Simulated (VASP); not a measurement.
BaO, 2 atoms in the cell. Symmetry: Fm-3m, No. 225, cubic system. Conventional cell: a = 5.500 Å, b = 5.500 Å, c = 5.500 Å, α = 90.00°, β = 90.00°, γ = 90.00°. Ba (site symmetry m-3m) has 6 O at 2.75 Å within 3.6 Å. Within 3.6 Å of O (site symmetry m-3m) lie 6 Ba at 2.75 Å. 

```yaml
Program: VASP 6.6.1
Task: relaxation of cell and atoms
Functional: RPBE
Potentials_or_basis: VASP PAW PBE potentials, release 64 (Ba_sv, O)
Cutoff: 600 eV
k_mesh: 8 × 8 × 8
Occupations: gaussian, width 0.01 eV
Spin: no spin polarisation
Dipole_correction: no
Further_INCAR_settings: ALGO = Normal; EDIFF = 1e-07; IBRION = 2; EDIFFG = -0.01; NSW = 80; ISIF = 3
```

Potentials or basis: VASP PAW PBE potentials, release 64 (Ba_sv, O).

The run is started by

```sh
$ cat potpaw_PBE.64/Ba_sv/POTCAR potpaw_PBE.64/O/POTCAR > POTCAR
$ mpirun -np 1 vasp_std > vasp.out
```

Hardware: 1 thread of AMD EPYC 9R45 (Zen 5) (shared host).

Q: How long does it take, and how much memory?

A: It took 47 s on 1 thread of AMD EPYC 9R45 (Zen 5), on a shared host, peak memory 0.15 GiB. Counts: scf iterations 39, k points 29, ion steps 3.
